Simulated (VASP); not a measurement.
YSe, 2 atoms in the cell. It takes space group Fm-3m (No. 225, cubic). Conventional cell: a = 5.703 Å, b = 5.703 Å, c = 5.703 Å, α = 90.00°, β = 90.00°, γ = 90.00°. Within 3.8 Å of Y (site symmetry m-3m) lie 6 Se at 2.85 Å. Within 3.8 Å of Se (site symmetry m-3m) lie 6 Y at 2.85 Å. 

- Program: VASP 6.6.1
- Task: single point
- Functional: LDA
- Potentials or basis: VASP PAW LDA potentials, release 64 (Y_sv, Se)
- Cutoff: 520 eV
- k mesh: 7 × 7 × 7
- Occupations: gaussian, width 0.1 eV
- Spin: no spin polarisation
- Dipole correction: no
- Further INCAR settings: ALGO = Normal; EDIFF = 1e-06; NBANDS = 16

Potentials or basis: VASP PAW LDA potentials, release 64 (Y_sv, Se).

Run with:

```console
$ cat potpaw_LDA.64/Y_sv/POTCAR potpaw_LDA.64/Se/POTCAR > POTCAR
$ mpirun -np 1 vasp_std > vasp.out
```

Hardware: 1 thread of Intel Xeon 8259CL, with other jobs on the host.

Estimate the wall time of this run.

It took 35 s on 1 thread of Intel Xeon 8259CL, on a shared host, peak memory 0.17 GiB. Counts: scf iterations 13, k points 20.
